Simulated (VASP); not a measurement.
Wanted: the native input for a VASP 6.6.1 run.

| Property | Result |
| --- | --- |
| Task | single point |
| Functional | PBEsol |
| Potentials or basis | VASP PAW PBE potentials, release 64 (Al, Ga_d, N) |
| Cutoff | 520 eV |
| k mesh | 6 × 6 × 6 |
| Occupations | gaussian, width 0.05 eV |
| Spin | no spin polarisation |
| Dipole correction | no |
| Further INCAR settings | ALGO = Normal; EDIFF = 1e-06; NBANDS = 31 |

The structure of Al3GaN4 lies in POSCAR:

```
Al3GaN4
1.0
    4.5832746340      0.0000000000      0.0000000000
    0.0000000000      4.5832746340      0.0000000000
    0.0000000000      0.0000000000      4.2307150468
Al Ga N
3 1 4
Direct
    0.5000000000      0.5000000000      0.0000000000
    0.5000000000      0.0000000000      0.5000000000
    0.0000000000      0.5000000000      0.5000000000
    0.0000000000      0.0000000000      0.0000000000
    0.7447077174      0.7447077174      0.2552922826
    0.7447077174      0.2552922826      0.7447077174
    0.2552922826      0.7447077174      0.7447077174
    0.2552922826      0.2552922826      0.2552922826
```

This cell differs from its parent crystal: strain +0.040 along x and y, -0.040 along z.

These files were run (other wordings do the same):

INCAR

```
PREC = Accurate
ENCUT = 520
EDIFF = 1E-6
ISMEAR = 0
SIGMA = 0.05
LREAL = False
LASPH = True
NELM = 80
ALGO = Normal
ISIF = 2
LWAVE = False
LCHARG = False
GGA = PS
NBANDS = 31
```

KPOINTS

```
Automatic mesh
0
Gamma
  6 6 6
```

Potentials or basis: VASP PAW PBE potentials, release 64 (Al, Ga_d, N).

Run with:

```console
$ cat potpaw_PBE.64/Al/POTCAR potpaw_PBE.64/Ga_d/POTCAR potpaw_PBE.64/N/POTCAR > POTCAR
$ mpirun -np 1 vasp_std > vasp.out
```

Results of the run:

The pressure is -7.5 GPa and the largest force is 0.082 eV/Å. The band gap on the k mesh is 2.89 eV, direct.

Caveat: the cell differs from its parent crystal (strain +0.040 along x and y, -0.040 along z); the PAW data sets were made with another functional, which shifts forces and pressure a little.

Wall time 2.4 min on 1 thread of AMD EPYC 7R13, with other jobs on the host, peak memory 0.22 GiB.
